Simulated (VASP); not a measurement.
# Cl (P6_3/mmc) in VASP: density of states with LDA

Aim: the density of states of Cl with LDA.

All numbers are computed with VASP 6.6.1; they aren't measurements. Logs are shortened: lines on timing, memory, paths and dates and some standing lists are left out, and cuts for length are marked.

### 1 The cell of the first run

The structure is hexagonal, space group P6_3/mmc (No. 194). The conventional cell has a = 3.400 Å, b = 3.400 Å, c = 3.894 Å, α = 90.00°, β = 90.00°, γ = 120.00°. Cl (site symmetry -6m2) has 12 Cl at 2.76 to 3.40 Å within 3.6 Å.

### 2 Density of states, LDA

POSCAR reads:

```
Cl
1.0
    3.3995591306      0.0000000000      0.0000000000
   -1.6997795653      2.9441045688      0.0000000000
    0.0000000000      0.0000000000      3.8938012775
Cl
2
Direct
    0.3333333333      0.6666666667      0.2500000000
    0.6666666667      0.3333333333      0.7500000000
```

INCAR.step1 reads:

```
SYSTEM = Cl
PREC = Accurate
ENCUT = 520
EDIFF = 1E-6
ISMEAR = -1
SIGMA = 0.1
LREAL = .FALSE.
LASPH = .TRUE.
NELM = 60
ALGO = Normal
ISIF = 2
LWAVE = .FALSE.
LCHARG = .TRUE.
GGA = CA
NBANDS = 14
```

KPOINTS.step1 reads:

```
Automatic mesh
0
G
  15 15 8
  0 0 0
```

INCAR.step2 reads:

```
SYSTEM = Cl
PREC = Accurate
ENCUT = 520
EDIFF = 1E-6
ISMEAR = -5
SIGMA = 0.1
LREAL = .FALSE.
LASPH = .TRUE.
NELM = 60
ALGO = Normal
ISIF = 2
LWAVE = .FALSE.
LCHARG = .FALSE.
GGA = CA
LORBIT = 11
NBANDS = 14
NEDOS = 2001
ICHARG = 11
```

KPOINTS.step2 reads:

```
Automatic mesh
0
G
  23 23 12
  0 0 0
```

Potentials or basis: VASP PAW LDA potentials, release 64 (Cl).

Started as:

```sh
$ cat potpaw_LDA.64/Cl/POTCAR > POTCAR
$ cp INCAR.step1 INCAR
$ cp KPOINTS.step1 KPOINTS
$ mpirun -np 1 vasp_std > vasp.out
$ cp INCAR.step2 INCAR
$ cp KPOINTS.step2 KPOINTS
$ mpirun -np 1 vasp_std > vasp.out
```

OUTCAR:

```text
SYSTEM = Cl
   PREC = Accurate
   ENCUT = 520
   EDIFF = 1E-6
   ISMEAR = -5
   LREAL = .FALSE.
   LASPH = .TRUE.
   NELM = 60
   ISIF = 2
   GGA = CA
   LORBIT = 11
   ICHARG = 11

 ion  position               nearest neighbor table
   1  0.333  0.667  0.250-
   2  0.667  0.333  0.750-

  LATTYP: Found a hexagonal cell.
 ALAT       =     3.3995591306
 C/A-ratio  =     1.1453841889

  Lattice vectors:

 A1 = (   3.3995591306,   0.0000000000,   0.0000000000)
 A2 = (  -1.6997795653,   2.9441045688,   0.0000000000)
 A3 = (   0.0000000000,   0.0000000000,   3.8938012775)

Analysis of symmetry for initial positions (statically):
=====================================================================
 Subroutine PRICEL returns:
 Original cell was already a primitive cell.

 Routine SETGRP: Setting up the symmetry group for a
 hexagonal supercell.

 Subroutine GETGRP returns: Found 24 space group operations
 (whereof 12 operations were pure point group operations)
 out of a pool of 24 trial point group operations.

The static configuration has the point symmetry D_3d.
 The point group associated with its full space group is D_6h.

Analysis of symmetry for dynamics (positions and initial velocities):
=====================================================================
 Subroutine PRICEL returns:
 Original cell was already a primitive cell.

 Routine SETGRP: Setting up the symmetry group for a
 hexagonal supercell.

 Subroutine GETGRP returns: Found 24 space group operations
 (whereof 12 operations were pure point group operations)
 out of a pool of 24 trial point group operations.

The dynamic configuration has the point symmetry D_3d.
 The point group associated with its full space group is D_6h.

 Subroutine INISYM returns: Found 24 space group operations
 (whereof 12 operations are pure point group operations),
 and found     1 'primitive' translations

----------------------------------------------------------------------------------------

                                     Primitive cell

  volume of cell :      38.9717

  direct lattice vectors                    reciprocal lattice vectors
     3.399559131  0.000000000  0.000000000     0.294155789  0.169830924  0.000000000
    -1.699779565  2.944104569  0.000000000     0.000000000  0.339661848  0.000000000
     0.000000000  0.000000000  3.893801278     0.000000000  0.000000000  0.256818448

  length of vectors
     3.399559131  3.399559131  3.893801278     0.339661848  0.339661848  0.256818448

  position of ions in fractional coordinates (direct lattice)
     0.333333333  0.666666667  0.250000000
     0.666666667  0.333333333  0.750000000

  ion indices of the primitive-cell ions
   primitive index   ion index
                 1           1
                 2           2

----------------------------------------------------------------------------------------

 KPOINTS: Automatic mesh

Automatic generation of k-mesh.
 Grid dimensions read from file:
 generate k-points for:   23   23   12

 Generating k-lattice:

  Cartesian coordinates                     Fractional coordinates (reciprocal lattice)
     0.012789382  0.007383953  0.000000000     0.043478261  0.000000000  0.000000000
     0.000000000  0.014767906  0.000000000     0.000000000  0.043478261  0.000000000
     0.000000000  0.000000000  0.021401537     0.000000000  0.000000000  0.083333333

  Length of vectors
     0.014767906  0.014767906  0.021401537

  Shift w.r.t. Gamma in fractional coordinates (k-lattice)
     0.000000000  0.000000000  0.000000000

 TETIRR: Found   6486 inequivalent tetrahedra from    38088

 Subroutine IBZKPT returns following result:
 ===========================================

 Found    392 irreducible k-points:

 Following reciprocal coordinates:
            Coordinates               Weight
  0.000000  0.000000  0.000000      1.000000
  0.043478  0.000000  0.000000      6.000000
  0.086957  0.000000  0.000000      6.000000
  0.130435  0.000000  0.000000      6.000000
  0.173913  0.000000  0.000000      6.000000
  0.217391 -0.000000  0.000000      6.000000
[... 16 lines left out ...]
  0.478261  0.043478  0.000000      6.000000
  0.086957  0.086957  0.000000      6.000000
 [... further k-points ...]
   k-points           NKPTS =    392   k-points in BZ     NKDIM =    392   number of bands    NBANDS=     14
   number of dos      NEDOS =   2001   number of ions     NIONS =      2
   total plane-waves  NPLWV =  23520
   dimension x,y,z NGX =    28 NGY =   28 NGZ =   30
   dimension x,y,z NGXF=    56 NGYF=   56 NGZF=   60
   ions per type =               2
   NGX,Y,Z   is equivalent  to a cutoff of  13.69, 13.69, 12.81 a.u.
   NGXF,Y,Z  is equivalent  to a cutoff of  27.39, 27.39, 25.62 a.u.
 SYSTEM =  Cl
   PREC   = accura    normal or accurate (medium, high low for compatibility)
   ISTART =      0    job   : 0-new  1-cont  2-samecut
   ICHARG =     11    charge: 1-file 2-atom 10-const
   ISPIN  =      1    spin polarized calculation?
   LNONCOLLINEAR =      F non collinear calculations
   LSORBIT =      F    spin-orbit coupling
   LASPH  =      T    aspherical Exc in radial PAW
   ENCUT  =  520.0 eV  38.22 Ry    6.18 a.u.   6.32  6.32  7.24*2*pi/ulx,y,z
   NELM   =     60;   NELMIN=  2; NELMDL=  0     # of ELM steps
   EDIFF  = 0.1E-05   stopping-criterion for ELM
   LREAL  =      F    real-space projection
   EDIFFG = 0.1E-04   stopping-criterion for IOM
   NSW    =      0    number of steps for IOM
   IBRION =     -1    ionic relax: 0-MD 1-quasi-New 2-CG
   NFREE  =      0    steps in history (QN), initial steepest desc. (CG)
   ISIF   =      2    stress and relaxation
   ISYM   =      2    0-nonsym 1-usesym 2-fastsym
   POTIM  = 0.5000    time-step for ionic-motion
   TEBEG  =    0.0;   TEEND  =   0.0 temperature during run
   PSTRESS=    0.0 pullay stress
   NELECT =      14.0000    total number of electrons
   NUPDOWN=      -1.0000    fix difference up-down
   EMIN   =  10.00;   EMAX   =-10.00  energy-range for DOS
   EFERMI =   0.00;   METHOD = LEGACY
   ISMEAR =    -5;   SIGMA  =   0.10  broadening in eV -4-tet -1-fermi 0-gaus
   EFERMI_NEDOS =   21; number of points for ismear=-14 and -15
   IALGO  =     38    algorithm
   IMIX   =      4    mixing-type and parameters
     AMIX     =   0.40;   BMIX     =  1.00
     AMIX_MAG =   1.60;   BMIX_MAG =  1.00
  volume/ion in A,a.u.               =      19.49       131.50
  Fermi-wavevector in a.u.,A,eV,Ry     =   1.163771  2.199209 18.427236  1.354364
  Thomas-Fermi vector in A             =   2.300317
   LORBIT       =     11    0 simple, 1 ext, 2 COOP (PROOUT), +10 PAW based schemes
   GGA     = CA    functional components
   LHFCALC =     F    Hartree Fock is set to
   AEXX    =    0.0000 exact exchange contribution
   IVDW    =     0    specifies the selected vdW correction
   LEPSILON=     F    determine dielectric tensor
   LRPA    =     F    only Hartree local field effects (RPA)
 non-spin polarized calculation
 Fermi weights with tetrahedron method with Bloechl corrections
  energy-cutoff  :      520.00
  volume of cell :       38.97
 maximum number of plane-waves:      1065
 NGX is ok and might be reduce to    28

 number of electron      13.9999999 magnetization

 Free energy of the ion-electron system (eV)
  ---------------------------------------------------
  ext. energy  EPLUGINS =         0.00000000
  ---------------------------------------------------
  free energy    TOTEN  =        -3.39951237 eV

  energy without entropy =       -3.39951237  energy(sigma->0) =       -3.39951237

 E-fermi :   3.0991     XC(G=0): -10.3061

 val. band max:        3.1865466663   @ k =   0.1739   0.1304   0.5000
 cond. band min:       3.0249750099   @ k =   0.1304   0.1304   0.5000
 fundamental gap:     -0.1615716564
 Fermi energy:         3.0990795137

 k-point     1 :       0.0000    0.0000    0.0000
  band No.  band energies     occupation
      1     -13.4872      2.00000
      2      -9.5883      2.00000
      3      -2.0154      2.00000
      4       0.9061      2.00000
      5       0.9062      2.00000
      6       2.9683      2.00000
      7       2.9683      2.00000
      8       4.2971      0.00000
      9       9.8783      0.00000
     10      11.8184      0.00000
     11      14.9733      0.00000
     12      14.9733      0.00000
     13      16.6038      0.00000
     14      16.6038      0.00000

 k-point     2 :       0.0435    0.0000    0.0000
  band No.  band energies     occupation
      1     -13.4688      2.00000
      2      -9.5967      2.00000
      3      -1.9948      2.00000
      4       0.8492      2.00000
      5       0.8731      2.00000
      6       2.9207      2.00000
      7       2.9890      2.00000
      8       4.2597      0.00000
      9       9.9512      0.00000
     10      11.9011      0.00000
     11      14.8340      0.00000
     12      15.0175      0.00000
     13      16.5365      0.00000
     14      16.5825      0.00000

 k-point     3 :       0.0870    0.0000    0.0000
  band No.  band energies     occupation
      1     -13.4138      2.00000
      2      -9.6223      2.00000
      3      -1.9333      2.00000
      4       0.6877      2.00000
      5       0.7814      2.00000
      6       2.7866      2.00000
      7       3.0447      2.02265
      8       4.1496      0.00000
      9      10.1565      0.00000
     10      12.1204      0.00000
     11      14.5239      0.00000
     12      15.1520      0.00000
     13      16.3546      0.00000
     14      16.4985      0.00000

 k-point     4 :       0.1304    0.0000    0.0000
  band No.  band energies     occupation
      1     -13.3233      2.00000
      2      -9.6668      2.00000
      3      -1.8317      2.00000
      4       0.4455      2.00000
      5       0.6479      2.00000
      6       2.5876      2.00000
      7       3.1202      0.67891
      8       3.9725      0.00000
      9      10.4499      0.00000
     10      12.3853      0.00000
     11      14.2598      0.00000
     12      15.3810      0.00000
     13      16.1017      0.00000
     14      16.3081      0.00000

 k-point     5 :       0.1739    0.0000    0.0000
  band No.  band energies     occupation
      1     -13.1991      2.00000
      2      -9.7326      2.00000
      3      -1.6915      2.00000
      4       0.1538      2.00000
      5       0.4917      2.00000
      6       2.3498      2.00000
      7       3.2003     -0.06901
      8       3.7366      0.00000
      9      10.7353      0.00000
     10      12.5895      0.00000
     11      14.2464      0.00000
[... 276 lines left out ...]
 k-point    22 :       0.4348    0.0435    0.0000
  band No.  band energies     occupation
      1     -11.9672      2.00000
      2     -10.6327      2.00000
      3      -1.3199      2.00000
      4      -0.2475      2.00000
      5      -0.2380      2.00000
      6       1.1329      2.00000
      7       1.7149      2.00000
      8       3.4210      0.00000
      9       9.8497      0.00000
     10      13.6681      0.00000
     11      14.7568      0.00000
     12      14.9982      0.00000
     13      16.4518      0.00000
     14      19.0772      0.00000

 k-point    23 :       0.4783    0.0435    0.0000
  band No.  band energies     occupation
      1     -11.9047      2.00000
      2     -10.6880      2.00000
      3      -1.3511      2.00000
      4      -0.2596      2.00000
      5      -0.1608      2.00000
      6       1.1030      2.00000
      7       1.6239      2.00000
      8       3.4236      0.00000
      9       9.8075      0.00000
     10      13.6273      0.00000
     11      14.7584      0.00000
     12      14.9718      0.00000
     13      16.7066      0.00000
     14      18.9845      0.00000

 k-point    24 :       0.0870    0.0870    0.0000
  band No.  band energies     occupation
      1     -13.2696      2.00000
      2      -9.6944      2.00000
      3      -1.7712      2.00000
      4       0.3945      2.00000
      5       0.4795      2.00000
      6       2.5333      2.00000
      7       3.1188      0.40167
      8       3.8699      0.00000
      9      10.6275      0.00000
     10      12.4562      0.00000
     11      14.1717      0.00000
     12      15.5524      0.00000
     13      15.7156      0.00000
     14      16.4978      0.00000

 [... further k-points ...]
[... 5 lines left out ...]
  --------------------------------------------------------------------------------------
  -------------------------------------------------------------------------------------
  Total       -0.1191448     -0.1191448     -0.0691874      0.0000000     -0.0000000      0.0000000
  in kB       -4.8981956     -4.8981956     -2.8443844      0.0000000     -0.0000000      0.0000000
  external PRESSURE =      -4.2135918 kB  Pullay stress =       0.0000000 kB

 VOLUME and BASIS-vectors are now :
 -----------------------------------------------------------------------------
  energy-cutoff  :      520.00
  volume of cell :       38.97
      direct lattice vectors                 reciprocal lattice vectors
     3.399559131  0.000000000  0.000000000     0.294155789  0.169830924  0.000000000
    -1.699779565  2.944104569  0.000000000     0.000000000  0.339661848  0.000000000
     0.000000000  0.000000000  3.893801278     0.000000000  0.000000000  0.256818448

 POSITION                                       TOTAL-FORCE (eV/Angst)
 -----------------------------------------------------------------------------------
     -0.00000      1.96274      0.97345        -0.000000      0.000000     -0.000000
      1.69978      0.98137      2.92035         0.000000     -0.000000      0.000000
 -----------------------------------------------------------------------------------
    total drift:                               -0.000000      0.000000      0.000000

  FREE ENERGIE OF THE ION-ELECTRON SYSTEM (eV)
  ---------------------------------------------------
  free  energy   TOTEN  =        -3.3995123680 eV

  energy  without entropy=       -3.3995123680  energy(sigma->0) =       -3.39951237

 total charge

# of ion       s       p       d       tot
------------------------------------------
    1        1.644   3.241   0.000   4.885
    2        1.644   3.241   0.000   4.885
--------------------------------------------------
tot          3.288   6.482   0.000   9.770
```

Run time: 2.3 min. Hardware: 1 thread of Intel Xeon Platinum 8259CL at 2.50GHz (Skylake/Cascade Lake), shared host; peak memory 0.27 GiB.

What came out:

```
Valence electrons inside the program's atomic spheres : Cl 4.88
```

Levels at points of the mesh, in eV from the Fermi level:
| k point | band 3 | band 4 | band 5 | band 6 | band 7 | band 8 | band 9 | band 10 | band 11 | band 12 |
| --- | --- | --- | --- | --- | --- | --- | --- | --- | --- | --- |
| (0.00, 0.00, 0.00) | -5.11 | -2.19 | -2.19 | -0.13 | -0.13 | 1.20 | 6.78 | 8.72 | 11.87 | 11.87 |
| (0.00, 0.00, 0.50) | -2.11 | -2.11 | -1.17 | -1.17 | -1.17 | -1.17 | 10.06 | 10.06 | 10.81 | 10.81 |

Caveat: tetrahedron occupations give inexact forces and stress in metals.
